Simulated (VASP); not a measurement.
# ZrWS3 (Cmmm) in VASP: a series of runs

ZrWS3 is run at these levels: PBE; tasks: single point.

All numbers are computed with VASP 6.6.1; they aren't measurements. Logs are shortened: lines on timing, memory, paths and dates and some standing lists are left out, and cuts for length are marked.

## 1. The cell of the first run

Symmetry: Cmmm, No. 65, orthorhombic system. The conventional cell has a = 5.292 Å, b = 8.410 Å, c = 5.725 Å, α = 90.00°, β = 90.00°, γ = 90.00°. Within 3.8 Å of Zr (site symmetry mmm) lie 2 W at 2.86 Å and 4 S at 3.53 Å. W (site symmetry mmm) has 4 S at 2.07 to 2.65 Å within 2.7 Å. S (site symmetry m2m) has 1 W at 2.07 Å and 3 S at 2.14 to 2.65 Å within 2.7 Å. S (site symmetry mmm) has 2 S at 2.14 Å and 2 W at 2.65 Å within 2.8 Å.

## 2. Single point, PBE, collinear spin

File INCAR:

```
SYSTEM = ZrWS3
PREC = Accurate
ENCUT = 520
EDIFF = 1E-6
ISMEAR = 0
SIGMA = 0.1
LREAL = .FALSE.
LASPH = .TRUE.
NELM = 150
ALGO = Normal
ISIF = 2
LWAVE = .FALSE.
LCHARG = .FALSE.
ISPIN = 2
MAGMOM = 0.99 -0.04 0.01 0.01 0
LORBIT = 11
LMAXMIX = 4
GGA = PE
NBANDS = 34
```

File KPOINTS:

```
regular mesh
0
G
  4 4 4
  0 0 0
```

File POSCAR:

```
ZrWS3
1.0
    2.6457632600     -4.2049004700      0.0000000000
    2.6457632600      4.2049004700      0.0000000000
    0.0000000000      0.0000000000      5.7247345700
Zr W S
1 1 3
Direct
    0.5000000000      0.5000000000      0.0000000000
    0.5000000000      0.5000000000      0.5000000000
    0.2539111400      0.7460888600      0.5000000000
    0.7460888600      0.2539111400      0.5000000000
    0.0000000000      0.0000000000      0.5000000000
```

Potentials or basis: VASP PAW PBE potentials, release 64 (Zr_sv, W_sv, S).

The run is started by

```
$ cat potpaw_PBE.64/Zr_sv/POTCAR potpaw_PBE.64/W_sv/POTCAR potpaw_PBE.64/S/POTCAR > POTCAR
$ mpirun -np 1 vasp_std > vasp.out
```

OUTCAR:

```text
SYSTEM = ZrWS3
   PREC = Accurate
   ENCUT = 520
   EDIFF = 1E-6
   ISMEAR = 0
   LREAL = .FALSE.
   LASPH = .TRUE.
   NELM = 150
   ISIF = 2
   ISPIN = 2
   LORBIT = 11
   GGA = PE

 ion  position               nearest neighbor table
   1  0.500  0.500  0.000-   2 2.86   2 2.86
   2  0.500  0.500  0.500-   3 2.07   4 2.07   5 2.65   5 2.65   1 2.86   1 2.86
   3  0.254  0.746  0.500-   2 2.07   5 2.14   4 2.65   4 2.65
   4  0.746  0.254  0.500-   2 2.07   5 2.14   3 2.65   3 2.65
   5  0.000  0.000  0.500-   3 2.14   4 2.14   2 2.65   2 2.65

  LATTYP: Found a base centered orthorhombic cell.
 ALAT       =     5.2915265200
 B/A-ratio  =     1.5892958125
 C/A-ratio  =     1.0818682564

  Lattice vectors:

 A1 = (   2.6457632600,  -4.2049004700,   0.0000000000)
 A2 = (   2.6457632600,   4.2049004700,   0.0000000000)
 A3 = (   0.0000000000,   0.0000000000,   5.7247345700)

Analysis of symmetry for initial positions (statically):
=====================================================================
 Subroutine PRICEL returns:
 Original cell was already a primitive cell.

 Routine SETGRP: Setting up the symmetry group for a
 base centered orthorhombic supercell.

 Subroutine GETGRP returns: Found  8 space group operations
 (whereof  8 operations were pure point group operations)
 out of a pool of  8 trial point group operations.

The static configuration has the point symmetry D_2h.

Analysis of symmetry for dynamics (positions and initial velocities):
=====================================================================
 Subroutine PRICEL returns:
 Original cell was already a primitive cell.

 Routine SETGRP: Setting up the symmetry group for a
 base centered orthorhombic supercell.

 Subroutine GETGRP returns: Found  8 space group operations
 (whereof  8 operations were pure point group operations)
 out of a pool of  8 trial point group operations.

The dynamic configuration has the point symmetry D_2h.

Analysis of structural, dynamic, and magnetic symmetry:
=====================================================================
 Subroutine PRICEL returns:
 Original cell was already a primitive cell.

 Routine SETGRP: Setting up the symmetry group for a
 base centered orthorhombic supercell.

 Subroutine GETGRP returns: Found  8 space group operations
 (whereof  8 operations were pure point group operations)
 out of a pool of  8 trial point group operations.

The overall configuration has the point symmetry D_2h.

 Subroutine INISYM returns: Found  8 space group operations
 (whereof  8 operations are pure point group operations),
 and found     1 'primitive' translations

----------------------------------------------------------------------------------------

                                     Primitive cell

  volume of cell :     127.3773

  direct lattice vectors                    reciprocal lattice vectors
     2.645763260 -4.204900470  0.000000000     0.188981383 -0.118908879  0.000000000
     2.645763260  4.204900470  0.000000000     0.188981383  0.118908879  0.000000000
     0.000000000  0.000000000  5.724734570     0.000000000  0.000000000  0.174680588

  length of vectors
     4.968022865  4.968022865  5.724734570     0.223278491  0.223278491  0.174680588

  position of ions in fractional coordinates (direct lattice)
     0.500000000  0.500000000  0.000000000
     0.500000000  0.500000000  0.500000000
     0.253911140  0.746088860  0.500000000
     0.746088860  0.253911140  0.500000000
     0.000000000  0.000000000  0.500000000

  ion indices of the primitive-cell ions
   primitive index   ion index
                 1           1
                 2           2
                 3           3
                 4           4
                 5           5

----------------------------------------------------------------------------------------

 KPOINTS: regular mesh

Automatic generation of k-mesh.
 Grid dimensions read from file:
 generate k-points for:    4    4    4

 Generating k-lattice:

  Cartesian coordinates                     Fractional coordinates (reciprocal lattice)
     0.047245346 -0.029727220  0.000000000     0.250000000  0.000000000  0.000000000
     0.047245346  0.029727220  0.000000000     0.000000000  0.250000000  0.000000000
     0.000000000  0.000000000  0.043670147     0.000000000  0.000000000  0.250000000

  Length of vectors
     0.055819623  0.055819623  0.043670147

  Shift w.r.t. Gamma in fractional coordinates (k-lattice)
     0.000000000  0.000000000  0.000000000

 Subroutine IBZKPT returns following result:
 ===========================================

 Found     21 irreducible k-points:

 Following reciprocal coordinates:
            Coordinates               Weight
  0.000000  0.000000  0.000000      1.000000
  0.250000  0.000000  0.000000      4.000000
  0.500000  0.000000  0.000000      2.000000
  0.250000  0.250000  0.000000      2.000000
  0.500000  0.250000  0.000000      4.000000
 -0.250000  0.250000  0.000000      2.000000
[... 13 lines left out ...]
 -0.250000  0.250000  0.500000      2.000000
  0.500000  0.500000  0.500000      1.000000
   k-points           NKPTS =     21   k-points in BZ     NKDIM =     21   number of bands    NBANDS=     34
   number of dos      NEDOS =    301   number of ions     NIONS =      5
   total plane-waves  NPLWV =  76800
   dimension x,y,z NGX =    40 NGY =   40 NGZ =   48
   dimension x,y,z NGXF=    80 NGYF=   80 NGZF=   96
   ions per type =               1   1   3
   NGX,Y,Z   is equivalent  to a cutoff of  13.39, 13.39, 13.94 a.u.
   NGXF,Y,Z  is equivalent  to a cutoff of  26.77, 26.77, 27.88 a.u.
 SYSTEM =  ZrWS3
   PREC   = accura    normal or accurate (medium, high low for compatibility)
   ISTART =      0    job   : 0-new  1-cont  2-samecut
   ICHARG =      2    charge: 1-file 2-atom 10-const
   ISPIN  =      2    spin polarized calculation?
   LNONCOLLINEAR =      F non collinear calculations
   LSORBIT =      F    spin-orbit coupling
   LASPH  =      T    aspherical Exc in radial PAW
   ENCUT  =  520.0 eV  38.22 Ry    6.18 a.u.   9.24  9.24 10.64*2*pi/ulx,y,z
   NELM   =    150;   NELMIN=  2; NELMDL= -5     # of ELM steps
   EDIFF  = 0.1E-05   stopping-criterion for ELM
   LREAL  =      F    real-space projection
   EDIFFG = 0.1E-04   stopping-criterion for IOM
   NSW    =      0    number of steps for IOM
   IBRION =     -1    ionic relax: 0-MD 1-quasi-New 2-CG
   NFREE  =      0    steps in history (QN), initial steepest desc. (CG)
   ISIF   =      2    stress and relaxation
   ISYM   =      2    0-nonsym 1-usesym 2-fastsym
   POTIM  = 0.5000    time-step for ionic-motion
   TEBEG  =    0.0;   TEEND  =   0.0 temperature during run
   PSTRESS=    0.0 pullay stress
   NELECT =      44.0000    total number of electrons
   NUPDOWN=      -1.0000    fix difference up-down
   EMIN   =  10.00;   EMAX   =-10.00  energy-range for DOS
   EFERMI =   0.00;   METHOD = LEGACY
   ISMEAR =     0;   SIGMA  =   0.10  broadening in eV -4-tet -1-fermi 0-gaus
   EFERMI_NEDOS =   21; number of points for ismear=-14 and -15
   IALGO  =     38    algorithm
   IMIX   =      4    mixing-type and parameters
     AMIX     =   0.40;   BMIX     =  1.00
     AMIX_MAG =   1.60;   BMIX_MAG =  1.00
  volume/ion in A,a.u.               =      25.48       171.92
  Fermi-wavevector in a.u.,A,eV,Ry     =   1.148669  2.170670 17.952089  1.319441
  Thomas-Fermi vector in A             =   2.285343
   LORBIT       =     11    0 simple, 1 ext, 2 COOP (PROOUT), +10 PAW based schemes
   GGA     = PE    functional components
   LHFCALC =     F    Hartree Fock is set to
   AEXX    =    0.0000 exact exchange contribution
   IVDW    =     0    specifies the selected vdW correction
   LEPSILON=     F    determine dielectric tensor
   LRPA    =     F    only Hartree local field effects (RPA)
 spin polarized calculation
 Gauss-broadening in eV      SIGMA  =   0.10
  energy-cutoff  :      520.00
  volume of cell :      127.38
 maximum number of plane-waves:      3474
 NGX is ok and might be reduce to    40
   NGX = 19   NGY = 19   NGZ = 21

 number of electron      43.9999997 magnetization       1.7471444

 Free energy of the ion-electron system (eV)
  ---------------------------------------------------
  ext. energy  EPLUGINS =         0.00000000
  ---------------------------------------------------
  free energy    TOTEN  =       -27.63034560 eV

  energy without entropy =      -27.60621019  energy(sigma->0) =      -27.61827789

 E-fermi :   5.4445     XC(G=0):  -9.1371

 val. band max:        5.4428145323   @ k =  -0.2500   0.2500   0.2500
 cond. band min:       5.4556932647   @ k =   0.5000   0.0000   0.0000
 fundamental gap:      0.0128787323
 Fermi energy:         5.4445137574

 spin component 1

 k-point     1 :       0.0000    0.0000    0.0000
  band No.  band energies     occupation
      1     -68.5858      1.00000
      2     -44.9305      1.00000
      3     -33.5418      1.00000
      4     -32.8610      1.00000
      5     -32.6168      1.00000
      6     -23.1444      1.00000
[... 766 lines left out ...]
     33       9.3276      0.00000
     34      11.2998      0.00000
 Fermi energy:         5.4445137574

 spin component 2

 k-point     1 :       0.0000    0.0000    0.0000
  band No.  band energies     occupation
      1     -68.6121      1.00000
      2     -44.3103      1.00000
      3     -33.5432      1.00000
      4     -32.9132      1.00000
      5     -32.6728      1.00000
      6     -22.2717      1.00000
[... 766 lines left out ...]
     33      10.0420      0.00000
     34      11.3516      0.00000

------------------------ aborting loop because EDIFF is reached ----------------------------------------

  FORCE on cell =-STRESS in cart. coord.  units (eV):
  Direction    XX          YY          ZZ          XY          YZ          ZX
  --------------------------------------------------------------------------------------
  -------------------------------------------------------------------------------------
  Total        3.0840904     25.3916528     -4.6995216     -0.0000000      0.0000000      0.0000000
  in kB       38.7923093    319.3813120    -59.1115272     -0.0000000      0.0000000      0.0000000
  external PRESSURE =      99.6873647 kB  Pullay stress =       0.0000000 kB

 VOLUME and BASIS-vectors are now :
 -----------------------------------------------------------------------------
  energy-cutoff  :      520.00
  volume of cell :      127.38
      direct lattice vectors                 reciprocal lattice vectors
     2.645763260 -4.204900470  0.000000000     0.188981383 -0.118908879  0.000000000
     2.645763260  4.204900470  0.000000000     0.188981383  0.118908879  0.000000000
     0.000000000  0.000000000  5.724734570     0.000000000  0.000000000  0.174680588

 POSITION                                       TOTAL-FORCE (eV/Angst)
 -----------------------------------------------------------------------------------
      2.64576      0.00000      0.00000        -0.000000      0.000000      0.000000
      2.64576      0.00000      2.86237         0.000000      0.000000      0.000000
      2.64576      2.06956      2.86237        -0.000000      1.547662      0.000000
      2.64576     -2.06956      2.86237        -0.000000     -1.547662      0.000000
      0.00000      0.00000      2.86237        -0.000000      0.000000      0.000000
 -----------------------------------------------------------------------------------
    total drift:                               -0.000000     -0.000000      0.000000

  FREE ENERGIE OF THE ION-ELECTRON SYSTEM (eV)
  ---------------------------------------------------
  free  energy   TOTEN  =       -27.6303455992 eV

  energy  without entropy=      -27.6062101853  energy(sigma->0) =      -27.61827789

 total charge

# of ion       s       p       d       tot
------------------------------------------
    1        2.162   5.912   1.600   9.673
    2        2.399   6.298   3.700  12.396
    3        1.380   2.366   0.000   3.746
    4        1.380   2.366   0.000   3.746
    5        1.395   2.205   0.000   3.599
--------------------------------------------------
tot          8.716  19.146   5.300  33.161

 magnetization (x)

# of ion       s       p       d       tot
------------------------------------------
    1        0.044   0.006   0.926   0.976
    2       -0.001   0.008  -0.064  -0.057
    3        0.002   0.010   0.000   0.012
    4        0.002   0.010   0.000   0.012
    5        0.002   0.001   0.000   0.003
--------------------------------------------------
tot          0.049   0.035   0.862   0.946
```

Run time: 3.8 min. Hardware: 1 thread of Intel Xeon Platinum 8259CL at 2.50GHz (Skylake/Cascade Lake), shared host; peak memory 0.4 GiB.

Results:

```yaml
Free_energy: -27.6303 eV
Pressure: 10.0 GPa
Largest_force: 1.548 eV/Å
Net_moment: 1.75 μB per cell
Site_moments: Zr +0.98; W -0.06; S +0.01, +0.00 μB
Valence_electrons_inside_the_program's_atomic_spheres: Zr 9.67; W 12.40; S 3.75, 3.60
```

Forces in eV/Å, atoms in the order of the input:
```
Zr   0.000  0.000  0.000
W    0.000  0.000  0.000
S    0.000  1.548  0.000
S    0.000 -1.548  0.000
S    0.000  0.000  0.000
```

Caveat: spin-orbit coupling is left out, which moves the levels of the heavy elements; forces of over 1 eV/Å act on the atoms, so gaps and moduli don't describe the material at rest.

## 3. Single point, PBE, collinear spin, ferrimagnetic start

This run uses another cell than the first one, of 27.14 Å³/atom, 1.065 times its volume.

File INCAR:

```
SYSTEM = ZrWS3
ALGO = Normal ; EDIFF = 1E-6
ENCUT = 520 ; GGA = PE
ISIF = 2 ; ISMEAR = 0
ISPIN = 2 ; LASPH = .True.
LCHARG = .False. ; LMAXMIX = 4
LORBIT = 11 ; LREAL = .False.
LWAVE = .False. ; MAGMOM = 0.32 -0.02 0.01 0.01 0.01
NBANDS = 34 ; NELM = 150
PREC = Accurate ; SIGMA = 0.1
```

File KPOINTS:

```
k-points
0
Gamma
  4 4 4
  0 0 0
```

File POSCAR:

```
ZrWS3
1.0
    2.3259296911     -5.6322052214      0.0000000000
    2.3259296911      5.6322052214      0.0000000000
    0.0000000000      0.0000000000      5.1796481308
Zr W S
1 1 3
Direct
    0.5000000000      0.5000000000      0.0000000000
    0.5000000000      0.5000000000      0.5000000000
    0.2857607358      0.7142392642      0.5000000000
    0.7142392642      0.2857607358      0.5000000000
    0.0000000000      0.0000000000      0.5000000000
```

Potentials or basis: VASP PAW PBE potentials, release 64 (Zr_sv, W_sv, S).

The run is started by

```
$ cat potpaw_PBE.64/Zr_sv/POTCAR potpaw_PBE.64/W_sv/POTCAR potpaw_PBE.64/S/POTCAR > POTCAR
$ mpirun -np 1 vasp_std > vasp.out
```

OUTCAR:

```text
SYSTEM = ZrWS3
   EDIFF = 1E-6
   ENCUT = 520
   GGA = PE
   ISIF = 2
   ISMEAR = 0
   ISPIN = 2
   LASPH = .True.
   LORBIT = 11
   LREAL = .False.
   NELM = 150
   PREC = Accurate

 ion  position               nearest neighbor table
   1  0.500  0.500  0.000-   2 2.59   2 2.59
   2  0.500  0.500  0.500-   5 2.33   5 2.33   3 2.41   4 2.41   1 2.59   1 2.59
   3  0.286  0.714  0.500-   2 2.41   4 2.46   4 2.46
   4  0.714  0.286  0.500-   2 2.41   3 2.46   3 2.46
   5  0.000  0.000  0.500-   2 2.33   2 2.33

  LATTYP: Found a base centered orthorhombic cell.
 ALAT       =     4.6518593822
 B/A-ratio  =     2.4214855862
 C/A-ratio  =     1.1134575887

  Lattice vectors:

 A1 = (   2.3259296911,  -5.6322052214,   0.0000000000)
 A2 = (   2.3259296911,   5.6322052214,   0.0000000000)
 A3 = (   0.0000000000,   0.0000000000,   5.1796481308)

Analysis of symmetry for initial positions (statically):
[... 1759 lines left out ...]

  FORCE on cell =-STRESS in cart. coord.  units (eV):
  Direction    XX          YY          ZZ          XY          YZ          ZX
  --------------------------------------------------------------------------------------
  -------------------------------------------------------------------------------------
  Total        0.1212968      0.1326759     -0.5539628      0.0000000      0.0000000      0.0000000
  in kB        1.4320382      1.5663802     -6.5401224      0.0000000      0.0000000      0.0000000
  external PRESSURE =      -1.1805680 kB  Pullay stress =       0.0000000 kB

 VOLUME and BASIS-vectors are now :
 -----------------------------------------------------------------------------
  energy-cutoff  :      520.00
  volume of cell :      135.71
      direct lattice vectors                 reciprocal lattice vectors
     2.325929691 -5.632205221  0.000000000     0.214967805 -0.088775174  0.000000000
     2.325929691  5.632205221  0.000000000     0.214967805  0.088775174  0.000000000
     0.000000000  0.000000000  5.179648131     0.000000000  0.000000000  0.193063308

 POSITION                                       TOTAL-FORCE (eV/Angst)
 -----------------------------------------------------------------------------------
      2.32593      0.00000      0.00000         0.000000     -0.000000      0.000000
      2.32593      0.00000      2.58982        -0.000000      0.000000      0.000000
      2.32593      2.41328      2.58982         0.000000      0.070326     -0.000000
      2.32593     -2.41328      2.58982         0.000000     -0.070326      0.000000
      0.00000      0.00000      2.58982         0.000000     -0.000000      0.000000
 -----------------------------------------------------------------------------------
    total drift:                               -0.000000     -0.000000     -0.000000

  FREE ENERGIE OF THE ION-ELECTRON SYSTEM (eV)
  ---------------------------------------------------
  free  energy   TOTEN  =       -31.0104615871 eV

  energy  without entropy=      -30.9779614842  energy(sigma->0) =      -30.99421154

 total charge

# of ion       s       p       d       tot
------------------------------------------
    1        2.175   5.940   1.632   9.746
    2        2.394   6.259   3.590  12.242
    3        1.391   2.210   0.000   3.601
    4        1.391   2.210   0.000   3.601
    5        1.339   2.340   0.000   3.679
--------------------------------------------------
tot          8.691  18.958   5.222  32.870

 magnetization (x)

# of ion       s       p       d       tot
------------------------------------------
    1       -0.000  -0.000   0.002   0.001
    2       -0.000   0.000   0.000   0.000
    3        0.000   0.000   0.000   0.000
    4        0.000   0.000   0.000   0.000
    5       -0.000   0.001   0.000   0.001
--------------------------------------------------
tot         -0.000   0.001   0.002   0.003
```

Run time: 9.1 min. Hardware: 1 thread of Intel Xeon Platinum 8259CL at 2.50GHz (Skylake/Cascade Lake), shared host; peak memory 0.46 GiB.

Results:

```yaml
Free_energy: -31.0105 eV
Pressure: -0.1 GPa
Largest_force: 0.070 eV/Å
Band_gap_on_the_k_mesh: zero (filled and empty bands overlap)
Net_moment: 0.01 μB per cell
Valence_electrons_inside_the_program's_atomic_spheres: Zr 9.75; W 12.24; S 3.60, 3.68
```

Forces on the atoms (eV/Å):
```
Zr   0.000  0.000  0.000
W    0.000  0.000  0.000
S    0.000  0.070  0.000
S    0.000 -0.070  0.000
S    0.000  0.000  0.000
```

Stress tensor (GPa, compression positive):
```
 0.14  0.00  0.00
 0.00  0.16  0.00
 0.00  0.00 -0.65
```

Caveat: the k points lie up to 0.37 Å⁻¹ apart; spin-orbit coupling is left out, which moves the levels of the heavy elements.

(Continued in part 2 of 2.)
